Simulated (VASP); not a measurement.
# Ta: single point with revPBE

The system is Ta.

```
CELL_PARAMETERS angstrom
-1.65128 1.65128 1.65128
1.65128 -1.65128 1.65128
1.65128 1.65128 -1.65128
ATOMIC_POSITIONS crystal
Ta 0.00000 0.00000 0.00000
```

| Property | Result |
| --- | --- |
| Program | VASP 6.6.1 |
| Task | single point |
| Functional | revPBE |
| Potentials or basis | VASP PAW PBE potentials, release 64 (Ta_pv) |
| Cutoff | 520 eV |
| k mesh | 11 × 11 × 11 |
| Occupations | fermi-dirac, width 0.05 eV |
| Spin | no spin polarisation |
| Dipole correction | no |
| Further INCAR settings | ALGO = Normal; EDIFF = 1e-06; NBANDS = 12 |

| Property | Result |
| --- | --- |
| Pressure | 5.2 GPa |

Levels at points of the mesh, in eV from the Fermi level:
```tsv
k point	band 3	band 4	band 5	band 6	band 7	band 8
(0.00, 0.00, 0.00)	-33.09	-7.91	0.75	0.75	0.75	4.03
```

Run time: 3.7 s on 1 thread of Intel(R) Xeon(R) 6975P-C (Granite Rapids), with other jobs on the host, peak memory 0.14 GiB.

Caveat: the PAW data sets were made with another functional, which shifts forces and pressure a little; spin-orbit coupling is left out, which moves the levels of the heavy elements.
